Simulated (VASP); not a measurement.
AlSi2B: relaxation of cell and atoms with PBE

Crystal: AlSi2B.

```
CELL_PARAMETERS angstrom
3.11506 0.00000 0.00000
-1.55753 2.69772 0.00000
0.00000 0.00000 6.43064
ATOMIC_POSITIONS crystal
Al 0.00000 0.00000 0.00000
Si 0.33333 0.66667 0.31924
Si 0.33333 0.66667 0.68076
B 0.66667 0.33333 0.50000
```

| Property | Result |
| --- | --- |
| Program | VASP 6.6.1 |
| Task | relaxation of cell and atoms |
| Functional | PBE |
| Potentials or basis | VASP PAW PBE potentials, release 64 (Al, Si, B) |
| Cutoff | 600 eV |
| k mesh | 18 × 18 × 8 |
| Occupations | gaussian, width 0.1 eV |
| Spin | no spin polarisation |
| Dipole correction | no |
| Further INCAR settings | ALGO = Normal; EDIFF = 1e-07; IBRION = 2; EDIFFG = -0.01; NSW = 100; ISIF = 3 |

```json
{
 "Relaxed volume": "13.50 Å³/atom",
 "Relaxed cell": "a = 3.109 Å, b = 3.109 Å, c = 6.450 Å, α = 90.00°, β = 90.00°, γ = 120.00°",
 "Space group after relaxing (to 0.05 Å)": "P-6m2 (No. 187)",
 "Energy gained by relaxing": "0.2 meV/atom",
 "Ionic steps": "4",
 "Pressure after relaxing": "0.0 GPa",
 "Band gap on the k mesh": "zero (band 7 reaches 13.54 eV, above the bottom of band 8 at 6.23 eV)"
}
```

The path:
| step | energy change (eV) | largest force (eV/Å) | pressure (GPa) | volume (Å³) |
| --- | --- | --- | --- | --- |
| 1 | 0.0000 | 0.0492 | -0.04 | 54.04 |
| 2 | -0.0007 | 0.0239 | 0.00 | 54.02 |
| 3 | -0.0007 | 0.0149 | 0.01 | 54.01 |
| 4 | -0.0007 | 0.0006 | 0.04 | 54.01 |

Final structure:
```xyz
4
Lattice="3.1095 0.0000 0.0000 -1.5547 2.6929 0.0000 0.0000 0.0000 6.4505" Properties=species:S:1:pos:R:3 pbc="T T T"
Al    0.0000    0.0000    6.4505
Si    0.0000    1.7953    2.0633
Si    0.0000    1.7953    4.3872
B     1.5547    0.8976    3.2252
```

Levels at points of the mesh, in eV from the Fermi level:
```tsv
k point	band 3	band 4	band 5	band 6	band 7	band 8	band 9	band 10	band 11
(0.00, 0.00, 0.00)	-9.14	-1.00	0.47	0.47	0.71	4.94	4.94	5.93	6.44
(0.50, 0.00, 0.00)	-5.78	-5.13	-4.85	-3.57	-2.14	2.20	2.29	3.36	4.16
(0.00, 0.00, 0.50)	-5.82	-5.45	0.49	0.49	5.04	5.23	5.23	5.41	5.69
(0.50, 0.00, 0.50)	-6.97	-6.01	-2.38	-2.10	-1.44	-0.24	0.37	2.37	2.92
```

It took 2.3 min on 1 thread of Intel(R) Xeon(R) 6975P-C (Granite Rapids), with other jobs on the host, peak memory 0.31 GiB.
